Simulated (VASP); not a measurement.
# InP (Fm-3m) in VASP: a series of runs, part 2 of 2

VASP 6.6.1. Earlier steps stand in the parts before.

## 5. Single point, PBE (20.87 Å³/atom)

This run uses another cell than the first one, of 20.87 Å³/atom.

File INCAR:

```
SYSTEM = InP
  ALGO = Normal
  EDIFF = 1E-6
  ENCUT = 520
  GGA = PE
  ISIF = 2
  ISMEAR = -1
  LASPH = .True.
  LCHARG = .True.
  LELF = .True.
  LREAL = .False.
  LVHAR = .True.
  LWAVE = .False.
  NBANDS = 16
  NELM = 100
  PREC = Accurate
  SIGMA = 0.15
```

File KPOINTS:

```
k-points
0
Gamma
  14 14 14
  0 0 0
```

File POSCAR:

```
InP
1.0
    0.0000000000      2.7533771579      2.7533771579
    2.7533771579      0.0000000000      2.7533771579
    2.7533771579      2.7533771579      0.0000000000
In P
1 1
Direct
    0.0000000000      0.0000000000      0.0000000000
    0.5000000000      0.5000000000      0.5000000000
```

The run is started by

```sh
> cat potpaw_PBE.64/In_d/POTCAR potpaw_PBE.64/P/POTCAR > POTCAR
> mpirun -np 1 vasp_std > vasp.out
```

It took 89 s on 1 thread of Intel Xeon 8259CL, shared host; peak memory 0.22 GiB.

It converged, with:

* Free energy: -7.9502 eV
* Pressure: 1.5 GPa
* Band gap on the k mesh: zero (bands 9 and 10 overlap by 2.70 eV)

Levels at points of the mesh, in eV from the Fermi level:
```csv
k point,band 5,band 6,band 7,band 8,band 9,band 10,band 11,band 12,band 13,band 14
"(0.00, 0.00, 0.00)",-14.24,-12.17,-0.33,-0.33,-0.33,0.63,7.08,7.08,7.08,8.55
"(0.50, 0.00, 0.00)",-14.15,-10.04,-6.75,0.12,0.12,2.47,3.38,3.38,5.30,11.17
"(0.50, 0.50, 0.00)",-14.12,-8.88,-5.08,-2.51,-2.42,-2.42,3.78,9.99,9.99,10.28
```

Caveat: spin-orbit coupling is left out, which moves the levels of the heavy elements.

## 6. Single point, PBE

File INCAR:

```
ALGO     = Normal         # electronic algorithm
EDIFF    = 1E-7           # SCF threshold, eV
ENCUT    = 520            # plane-wave cutoff, eV
GGA      = PE             # functional
ISIF     = 2              # what is computed and relaxed
ISMEAR   = -1             # smearing method
LASPH    = T              # aspherical terms in the spheres
LCHARG   = F              # write CHGCAR
LREAL    = F              # projectors in reciprocal space
LWAVE    = F              # write WAVECAR
NBANDS   = 16             # bands
NELM     = 100            # most SCF steps
PREC     = Accurate       # precision mode
SIGMA    = 0.15           # smearing width, eV
```

File KPOINTS:

```
k-points
0
Gamma
  14 14 14
```

File POSCAR:

```
InP
1.0
    0.0000000000      2.7719816220      2.7719816220
    2.7719816220      0.0000000000      2.7719816220
    2.7719816220      2.7719816220      0.0000000000
In P
1 1
Direct
    0.0000000000      0.0000000000      0.0000000000
    0.5000000000      0.5000000000      0.5000000000
```

Potentials or basis: VASP PAW PBE potentials, release 64 (In_d, P).

The run is started by

```sh
> cat potpaw_PBE.64/In_d/POTCAR potpaw_PBE.64/P/POTCAR > POTCAR
> mpirun -np 1 vasp_std > vasp.out
```

OUTCAR:

```text
EDIFF = 1E-7
   ENCUT = 520
   GGA = PE
   ISIF = 2
   ISMEAR = -1
   LASPH = T
   LREAL = F
   NELM = 100
   PREC = Accurate

 ion  position               nearest neighbor table
   1  0.000  0.000  0.000-   2 2.77   2 2.77   2 2.77   2 2.77   2 2.77   2 2.77
   2  0.500  0.500  0.500-   1 2.77   1 2.77   1 2.77   1 2.77   1 2.77   1 2.77

  LATTYP: Found a face centered cubic cell.
 ALAT       =     5.5439632440

  Lattice vectors:

 A1 = (   0.0000000000,   2.7719816220,   2.7719816220)
 A2 = (   2.7719816220,   0.0000000000,   2.7719816220)
 A3 = (   2.7719816220,   2.7719816220,   0.0000000000)

Analysis of symmetry for initial positions (statically):
=====================================================================
 Subroutine PRICEL returns:
 Original cell was already a primitive cell.

 Routine SETGRP: Setting up the symmetry group for a
 face centered cubic supercell.

 Subroutine GETGRP returns: Found 48 space group operations
 (whereof 48 operations were pure point group operations)
 out of a pool of 48 trial point group operations.
[... 159 lines left out ...]
  free energy    TOTEN  =        -7.95436302 eV

  energy without entropy =       -7.88348210  energy(sigma->0) =       -7.91892256

 E-fermi :   7.0254     XC(G=0): -10.3804

 val. band max:        7.0206335489   @ k =  -0.1429   0.0714   0.0000
 cond. band min:       7.0820531920   @ k =  -0.4286   0.0714   0.0000
 fundamental gap:      0.0614196430
 Fermi energy:         7.0253524739

 k-point     1 :       0.0000    0.0000    0.0000
  band No.  band energies     occupation
      1      -7.2093      2.00000
      2      -7.2093      2.00000
      3      -7.1897      2.00000
      4      -7.1897      2.00000
      5      -7.1897      2.00000
      6      -4.9909      2.00000
[... 433 lines left out ...]
      3      -7.2020      2.00000
      4      -7.1508      2.00000
      5      -7.1374      2.00000
      6      -4.0571      2.00000
[... 8 lines left out ...]
     15      17.0982      0.00000
     16      17.2554      0.00000

 [... further k-points ...]

------------------------ aborting loop because EDIFF is reached ----------------------------------------

  FORCE on cell =-STRESS in cart. coord.  units (eV):
  Direction    XX          YY          ZZ          XY          YZ          ZX
  --------------------------------------------------------------------------------------
  -------------------------------------------------------------------------------------
  Total       -0.0077426     -0.0077426     -0.0077426     -0.0000000     -0.0000000      0.0000000
  in kB       -0.2912038     -0.2912038     -0.2912038     -0.0000000     -0.0000000      0.0000000
  external PRESSURE =      -0.2912038 kB  Pullay stress =       0.0000000 kB

 VOLUME and BASIS-vectors are now :
 -----------------------------------------------------------------------------
  energy-cutoff  :      520.00
  volume of cell :       42.60
      direct lattice vectors                 reciprocal lattice vectors
     0.000000000  2.771981622  2.771981622    -0.180376376  0.180376376  0.180376376
     2.771981622  0.000000000  2.771981622     0.180376376 -0.180376376  0.180376376
     2.771981622  2.771981622  0.000000000     0.180376376  0.180376376 -0.180376376

 POSITION                                       TOTAL-FORCE (eV/Angst)
 -----------------------------------------------------------------------------------
      0.00000      0.00000      0.00000         0.000000     -0.000000      0.000000
      2.77198      2.77198      2.77198        -0.000000      0.000000     -0.000000
 -----------------------------------------------------------------------------------
    total drift:                               -0.000000      0.000000      0.000000

  FREE ENERGIE OF THE ION-ELECTRON SYSTEM (eV)
  ---------------------------------------------------
  free  energy   TOTEN  =        -7.9543630242 eV

  energy  without entropy=       -7.8834821002  energy(sigma->0) =       -7.91892256
```

OSZICAR:

```text
N       E                     dE             d eps       ncg     rms          rms(c)
DAV:   1     0.107816364888E+03    0.10782E+03   -0.85005E+03  3384   0.132E+03
DAV:   2    -0.164713214858E+01   -0.10946E+03   -0.10500E+03  3752   0.307E+02
DAV:   3    -0.809949570242E+01   -0.64524E+01   -0.63713E+01  4440   0.705E+01
DAV:   4    -0.825035390040E+01   -0.15086E+00   -0.15081E+00  4136   0.111E+01
DAV:   5    -0.825694744542E+01   -0.65935E-02   -0.65933E-02  4880   0.208E+00    0.472E+00
DAV:   6    -0.796395105751E+01    0.29300E+00   -0.52005E-01  5024   0.119E+01    0.271E+00
DAV:   7    -0.795447885632E+01    0.94722E-02   -0.78570E-02  4848   0.232E+00    0.116E+00
DAV:   8    -0.795425591694E+01    0.22294E-03   -0.63550E-03  4232   0.100E+00    0.132E-01
DAV:   9    -0.795433246218E+01   -0.76545E-04   -0.44827E-04  5048   0.338E-01    0.786E-02
DAV:  10    -0.795435062489E+01   -0.18163E-04   -0.39402E-05  4304   0.529E-02    0.394E-02
DAV:  11    -0.795436231916E+01   -0.11694E-04   -0.12210E-05  4312   0.262E-02    0.729E-03
DAV:  12    -0.795436312521E+01   -0.80606E-06   -0.17402E-06  4240   0.198E-02    0.618E-03
DAV:  13    -0.795436298355E+01    0.14166E-06   -0.13366E-07  3400   0.382E-03    0.247E-03
DAV:  14    -0.795436302420E+01   -0.40650E-07   -0.24377E-08  2208   0.155E-03
   1 F= -.79543630E+01 E0= -.79189226E+01  d E =-.708809E-01
```

Wall time 89 s (1 thread of Intel Xeon 8259CL, shared host); peak memory 0.22 GiB.

Results:

| Property | Result |
| --- | --- |
| Free energy | -7.9544 eV |
| Pressure | 0.0 GPa |
| Band gap on the k mesh | zero (bands 9 and 10 overlap by 2.62 eV) |

Caveat: spin-orbit coupling is left out, which moves the levels of the heavy elements.

## 7. The runs side by side

```tsv
task	cell	k mesh	cutoff (eV)	smearing	gap on the mesh (eV)	pressure (GPa)
single point	a = 3.918 Å, angles 60.0, 60.0, 90.0°, 2 atoms, atomic positions A	9 × 9 × 12	520	gaussian 0.1 eV	none	-0.1
relaxation of cell and atoms	relaxed from a = 3.915 Å, angles 60.0°, 2 atoms, atomic positions B	14 × 14 × 14	600	gaussian 0.1 eV	none	0.0
single point	a = 3.871 Å, angles 60.0°, 2 atoms, atomic positions B	14 × 14 × 14	520	fermi-dirac 0.15 eV	none	3.0
single point	a = 3.894 Å, angles 60.0°, 2 atoms, atomic positions B	14 × 14 × 14	520	fermi-dirac 0.15 eV	none	1.5
single point	a = 3.920 Å, angles 60.0°, 2 atoms, atomic positions B	14 × 14 × 14	520	fermi-dirac 0.15 eV	none	0.0
```

Alike in all rows: level PBE; potentials or basis VASP PAW PBE potentials, release 64 (In_d, P); no spin polarisation.

Caveats: spin-orbit coupling is left out, which moves the levels of the heavy elements.

Absolute energies hang on the potentials; compare differences alone.

The gap in the log of VASP goes by the Fermi energy; the results here count the filled bands.